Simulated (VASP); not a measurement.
# LiCaF3 (Pmm2) in VASP: a series of runs

LiCaF3 is run at these levels: PBE; tasks: single point.

All numbers are computed with VASP 6.6.1; they aren't measurements. Logs are shortened: lines on timing, memory, paths and dates and some standing lists are left out, and cuts for length are marked.

### Step 1. The cell of the first run

Symmetry: Pmm2, No. 25, orthorhombic system. The conventional cell has a = 3.761 Å, b = 3.761 Å, c = 3.761 Å, α = 90.00°, β = 90.00°, γ = 90.00°. Li (site symmetry mm2) has 6 F at 1.88 Å within 2.5 Å. Within 3.5 Å of Ca (site symmetry mm2) lie 12 F at 2.63 to 2.69 Å and 8 Li at 3.26 Å. F (site symmetry mm2) has 2 Li at 1.88 Å within 2.5 Å. Within 2.5 Å of F (site symmetry mm2) lie 2 Li at 1.88 Å. Within 2.5 Å of F (site symmetry mm2) lie 2 Li at 1.88 Å.

### Step 2. Single point, PBE

Input file INCAR:

```
PREC = Accurate
ENCUT = 520
EDIFF = 1E-6
ISMEAR = 1
SIGMA = 0.05
LREAL = F
LASPH = T
NELM = 60
ALGO = Normal
ISIF = 2
LWAVE = F
LCHARG = F
GGA = PE
NBANDS = 25
```

Input file KPOINTS:

```
Automatic mesh
0
Gamma
  4 4 4
```

Input file POSCAR:

```
LiCaF3
1.0
    3.7612440000      0.0000000000      0.0000000000
    0.0000000000      3.7612440000      0.0000000000
    0.0000000000      0.0000000000      3.7612440000
Li Ca F
1 1 3
Direct
    0.5000000000      0.5000000000      0.5000000000
    0.0000000000      0.0000000000      0.0000000000
    0.0000000000      0.5100000000      0.5000000000
    0.5000000000      0.5000000000      0.0000000000
    0.5000000000      0.0000000000      0.5000000000
```

Potentials or basis: VASP PAW PBE potentials, release 64 (Li_sv, Ca_sv, F).

Launch:

```console
$ cat potpaw_PBE.64/Li_sv/POTCAR potpaw_PBE.64/Ca_sv/POTCAR potpaw_PBE.64/F/POTCAR > POTCAR
$ mpirun -np 1 vasp_std > vasp.out
```

OUTCAR:

```text
PREC = Accurate
   ENCUT = 520
   EDIFF = 1E-6
   ISMEAR = 1
   LREAL = F
   LASPH = T
   NELM = 60
   ISIF = 2
   GGA = PE

 ion  position               nearest neighbor table
   1  0.500  0.500  0.500-   4 1.88   5 1.88   4 1.88   5 1.88   3 1.88   3 1.88
   2  0.000  0.000  0.000-
   3  0.000  0.510  0.500-   1 1.88   1 1.88
   4  0.500  0.500  0.000-   1 1.88   1 1.88
   5  0.500  0.000  0.500-   1 1.88   1 1.88

  LATTYP: Found a simple cubic cell.
 ALAT       =     3.7612440000

  Lattice vectors:

 A1 = (   3.7612440000,   0.0000000000,   0.0000000000)
 A2 = (   0.0000000000,   3.7612440000,   0.0000000000)
 A3 = (   0.0000000000,   0.0000000000,   3.7612440000)

Analysis of symmetry for initial positions (statically):
=====================================================================
 Subroutine PRICEL returns:
 Original cell was already a primitive cell.

 Routine SETGRP: Setting up the symmetry group for a
 simple cubic supercell.

 Subroutine GETGRP returns: Found  4 space group operations
 (whereof  4 operations were pure point group operations)
 out of a pool of 48 trial point group operations.

The static configuration has the point symmetry C_2v.

Analysis of symmetry for dynamics (positions and initial velocities):
=====================================================================
 Subroutine PRICEL returns:
 Original cell was already a primitive cell.

 Routine SETGRP: Setting up the symmetry group for a
 simple cubic supercell.

 Subroutine GETGRP returns: Found  4 space group operations
 (whereof  4 operations were pure point group operations)
 out of a pool of 48 trial point group operations.

The dynamic configuration has the point symmetry C_2v.

 Subroutine INISYM returns: Found  4 space group operations
 (whereof  4 operations are pure point group operations),
 and found     1 'primitive' translations

----------------------------------------------------------------------------------------

                                     Primitive cell

  volume of cell :      53.2102

  direct lattice vectors                    reciprocal lattice vectors
[... 89 lines left out ...]
   LSORBIT =      F    spin-orbit coupling
   LASPH  =      T    aspherical Exc in radial PAW
   ENCUT  =  520.0 eV  38.22 Ry    6.18 a.u.   6.99  6.99  6.99*2*pi/ulx,y,z
   NELM   =     60;   NELMIN=  2; NELMDL= -5     # of ELM steps
   EDIFF  = 0.1E-05   stopping-criterion for ELM
   LREAL  =      F    real-space projection
   EDIFFG = 0.1E-04   stopping-criterion for IOM
   NSW    =      0    number of steps for IOM
   IBRION =     -1    ionic relax: 0-MD 1-quasi-New 2-CG
   NFREE  =      0    steps in history (QN), initial steepest desc. (CG)
   ISIF   =      2    stress and relaxation
   ISYM   =      2    0-nonsym 1-usesym 2-fastsym
   POTIM  = 0.5000    time-step for ionic-motion
   TEBEG  =    0.0;   TEEND  =   0.0 temperature during run
   PSTRESS=    0.0 pullay stress
   NELECT =      34.0000    total number of electrons
   NUPDOWN=      -1.0000    fix difference up-down
   EMIN   =  10.00;   EMAX   =-10.00  energy-range for DOS
   EFERMI =   0.00;   METHOD = LEGACY
   ISMEAR =     1;   SIGMA  =   0.05  broadening in eV -4-tet -1-fermi 0-gaus
   EFERMI_NEDOS =   21; number of points for ismear=-14 and -15
   IALGO  =     38    algorithm
   IMIX   =      4    mixing-type and parameters
     AMIX     =   0.40;   BMIX     =  1.00
     AMIX_MAG =   1.60;   BMIX_MAG =  1.00
  volume/ion in A,a.u.               =      10.64        71.82
  Fermi-wavevector in a.u.,A,eV,Ry     =   1.410056  2.664619 27.051883  1.988257
  Thomas-Fermi vector in A             =   2.532049
   LORBIT       =      0    0 simple, 1 ext, 2 COOP (PROOUT), +10 PAW based schemes
   GGA     = PE    functional components
   LHFCALC =     F    Hartree Fock is set to
   AEXX    =    0.0000 exact exchange contribution
   IVDW    =     0    specifies the selected vdW correction
   LEPSILON=     F    determine dielectric tensor
   LRPA    =     F    only Hartree local field effects (RPA)
 non-spin polarized calculation
 Methfessel and Paxton  Order N= 1 SIGMA  =   0.05
  energy-cutoff  :      520.00
  volume of cell :       53.21
 maximum number of plane-waves:      1472
   NGX = 13   NGY = 13   NGZ = 13

 number of electron      33.9999952 magnetization

 Free energy of the ion-electron system (eV)
  ---------------------------------------------------
  ext. energy  EPLUGINS =         0.00000000
  ---------------------------------------------------
  free energy    TOTEN  =       -26.08716908 eV

  energy without entropy =      -26.08777081  energy(sigma->0) =      -26.08736966

 E-fermi :   0.1096     XC(G=0): -10.2719

 val. band max:        0.0812680253   @ k =   0.5000   0.5000   0.5000
 cond. band min:       6.5621348969   @ k =   0.0000   0.0000   0.0000
 fundamental gap:      6.4808668715
 Fermi energy:         0.1095970056

 k-point     1 :       0.0000    0.0000    0.0000
  band No.  band energies     occupation
      1     -40.1208      2.00000
      2     -37.7066      2.00000
      3     -20.2122      2.00000
      4     -19.2859      2.00000
      5     -19.2841      2.00000
      6     -18.6224      2.00000
[... 661 lines left out ...]
     24      13.4696      0.00000
     25      13.4740      0.00000

 [... further k-points ...]

------------------------ aborting loop because EDIFF is reached ----------------------------------------

  FORCE on cell =-STRESS in cart. coord.  units (eV):
  Direction    XX          YY          ZZ          XY          YZ          ZX
  --------------------------------------------------------------------------------------
  -------------------------------------------------------------------------------------
  Total       -0.0269639     -0.0255811     -0.0303270      0.0000000      0.0000000      0.0000000
  in kB       -0.8118930     -0.7702557     -0.9131566      0.0000000      0.0000000      0.0000000
  external PRESSURE =      -0.8317684 kB  Pullay stress =       0.0000000 kB

 VOLUME and BASIS-vectors are now :
 -----------------------------------------------------------------------------
  energy-cutoff  :      520.00
  volume of cell :       53.21
      direct lattice vectors                 reciprocal lattice vectors
     3.761244000  0.000000000  0.000000000     0.265869484  0.000000000  0.000000000
     0.000000000  3.761244000  0.000000000     0.000000000  0.265869484  0.000000000
     0.000000000  0.000000000  3.761244000     0.000000000  0.000000000  0.265869484

 POSITION                                       TOTAL-FORCE (eV/Angst)
 -----------------------------------------------------------------------------------
      1.88062      1.88062      1.88062         0.000000      0.019570      0.000000
      0.00000      0.00000      0.00000         0.000000     -0.036629      0.000000
      0.00000      1.91823      1.88062         0.000000     -0.066414      0.000000
      1.88062      1.88062      0.00000         0.000000     -0.029500      0.000000
      1.88062      0.00000      1.88062         0.000000      0.112973      0.000000
 -----------------------------------------------------------------------------------
    total drift:                                0.000000     -0.000081     -0.000001

  FREE ENERGIE OF THE ION-ELECTRON SYSTEM (eV)
  ---------------------------------------------------
  free  energy   TOTEN  =       -26.0871690833 eV

  energy  without entropy=      -26.0877708132  energy(sigma->0) =      -26.08736966
```

OSZICAR:

```text
N       E                     dE             d eps       ncg     rms          rms(c)
DAV:   1     0.296506393654E+03    0.29651E+03   -0.18641E+04  1350   0.145E+03
DAV:   2    -0.907365504321E+01   -0.30558E+03   -0.29703E+03  1636   0.389E+02
DAV:   3    -0.268647906178E+02   -0.17791E+02   -0.17720E+02  1879   0.920E+01
DAV:   4    -0.283471127519E+02   -0.14823E+01   -0.14806E+01  2184   0.158E+01
DAV:   5    -0.283619602652E+02   -0.14848E-01   -0.14847E-01  1769   0.161E+00    0.954E+00
DAV:   6    -0.261948512323E+02    0.21671E+01   -0.67896E+00  1495   0.170E+01    0.345E+00
DAV:   7    -0.261293353313E+02    0.65516E-01   -0.28570E-01  1847   0.369E+00    0.200E+00
DAV:   8    -0.260866137421E+02    0.42722E-01   -0.12532E-01  1714   0.323E+00    0.332E-01
DAV:   9    -0.260866939224E+02   -0.80180E-04   -0.22375E-02  1719   0.104E+00    0.189E-01
DAV:  10    -0.260873140962E+02   -0.62017E-03   -0.41874E-03  1574   0.582E-01    0.102E-01
DAV:  11    -0.260871646882E+02    0.14941E-03   -0.58791E-04  1766   0.250E-01    0.168E-02
DAV:  12    -0.260871668709E+02   -0.21828E-05   -0.35745E-05  1706   0.473E-02    0.885E-03
DAV:  13    -0.260871691306E+02   -0.22597E-05   -0.25391E-06  1518   0.119E-02    0.288E-03
DAV:  14    -0.260871690833E+02    0.47332E-07   -0.76363E-07   812   0.642E-03
   1 F= -.26087169E+02 E0= -.26087370E+02  d E =0.601730E-03
```

Wall time 22 s (1 thread of Intel Xeon 6975P-C, shared host); peak memory 0.17 GiB.

Results:

```
Free energy            : -26.0872 eV
Largest force          : 0.113 eV/Å
Band gap on the k mesh : 6.48 eV, indirect (least direct gap 6.59 eV)
```

Forces in eV/Å, atoms in the order of the input:
```
Li   0.000  0.020  0.000
Ca   0.000 -0.037  0.000
F    0.000 -0.066  0.000
F    0.000 -0.029  0.000
F    0.000  0.113  0.000
```

Levels at points of the mesh, in eV from the valence-band top:
| k point | band 15 | band 16 | band 17 | band 18 | band 19 | band 20 |
| --- | --- | --- | --- | --- | --- | --- |
| (0.00, 0.00, 0.00) | -0.12 | -0.12 | -0.11 | 6.48 | 6.48 | 6.85 |
| (0.50, 0.00, 0.00) | -1.15 | -0.42 | -0.42 | 7.54 | 7.64 | 8.22 |
| (0.00, 0.50, 0.00) | -1.18 | -0.42 | -0.42 | 7.54 | 7.64 | 8.21 |
| (0.00, 0.00, 0.50) | -1.18 | -0.42 | -0.42 | 7.54 | 7.64 | 8.21 |
| (0.50, 0.50, 0.00) | -1.39 | -0.14 | -0.06 | 7.89 | 8.05 | 8.78 |
| (0.00, 0.50, 0.50) | -1.39 | -0.14 | -0.06 | 7.89 | 8.05 | 8.78 |
| (0.50, 0.00, 0.50) | -1.36 | -0.14 | -0.06 | 7.89 | 8.05 | 8.78 |
| (0.50, 0.50, 0.50) | 0.00 | 0.00 | 0.00 | 7.47 | 7.47 | 7.47 |

Caveat: the cutoff is under 1.25 times the usual one of these potentials, so pressure, stress and relaxed cells hold a basis-set (Pulay) error. Expect the measured gap to be larger: semilocal functionals such as PBE lack the derivative discontinuity.

### Step 3. Single point, PBE

Input file INCAR:

```
SYSTEM = LiCaF3
ALGO = Normal ; EDIFF = 1E-7
ENCUT = 520 ; GGA = PE
ISIF = 2 ; ISMEAR = 1
LASPH = .TRUE. ; LCHARG = .FALSE.
LREAL = .FALSE. ; LWAVE = .FALSE.
NBANDS = 25 ; NELM = 80
PREC = Accurate ; SIGMA = 0.05
```

Input file KPOINTS:

```
k-points
0
G
  4 4 4
  0 0 0
```

POSCAR, as its differences from that of step 2:

```diff
@@ -10,3 +10,3 @@
     0.0000000000      0.0000000000      0.0000000000
-    0.0000000000      0.5100000000      0.5000000000
+    0.0000000000      0.5150000000      0.5000000000
     0.5000000000      0.5000000000      0.0000000000
```

Potentials or basis: VASP PAW PBE potentials, release 64 (Li_sv, Ca_sv, F).

Launch:

```console
$ cat potpaw_PBE.64/Li_sv/POTCAR potpaw_PBE.64/Ca_sv/POTCAR potpaw_PBE.64/F/POTCAR > POTCAR
$ mpirun -np 1 vasp_std > vasp.out
```

Run time: 25 s. Hardware: 1 thread of Intel Xeon 6975P-C, shared host; peak memory 0.17 GiB.

The run converged. Its results:

| Quantity | Value |
| --- | --- |
| Free energy | -26.0856 eV |
| Largest force | 0.169 eV/Å |
| Band gap on the k mesh | 6.48 eV, indirect (least direct gap 6.59 eV) |

Forces on the atoms (eV/Å):
```
Li   0.000  0.029  0.000
Ca   0.000 -0.055  0.000
F    0.000 -0.100  0.000
F    0.000 -0.044  0.000
F    0.000  0.169  0.000
```

Levels at points of the mesh, in eV from the valence-band top:
```
           k point  band 13  band 14  band 15  band 16  band 17  band 18  band 19  band 20  band 21  band 22
(0.00, 0.00, 0.00)    -0.82    -0.82    -0.12    -0.12    -0.11     6.48     6.49     6.85     8.07     8.07
(0.50, 0.00, 0.00)    -1.18    -1.17    -1.13    -0.42    -0.42     7.54     7.64     8.22     8.81     8.81
(0.00, 0.50, 0.00)    -1.18    -1.18    -1.18    -0.42    -0.41     7.54     7.65     8.22     8.81     8.82
(0.00, 0.00, 0.50)    -1.18    -1.18    -1.18    -0.42    -0.41     7.54     7.64     8.22     8.80     8.81
(0.50, 0.50, 0.00)    -1.44    -1.39    -1.39    -0.14    -0.06     7.89     8.06     8.78     8.78     9.07
(0.00, 0.50, 0.50)    -1.39    -1.39    -1.39    -0.14    -0.06     7.89     8.05     8.78     8.78     9.07
(0.50, 0.00, 0.50)    -1.44    -1.39    -1.34    -0.14    -0.06     7.89     8.05     8.77     8.78     9.08
(0.50, 0.50, 0.50)    -0.13    -0.12    -0.01     0.00     0.00     7.46     7.47     7.47     8.86     8.86
```

Caveat: the cutoff is under 1.25 times the usual one of these potentials, so pressure, stress and relaxed cells hold a basis-set (Pulay) error. A k mesh can miss the band edges.
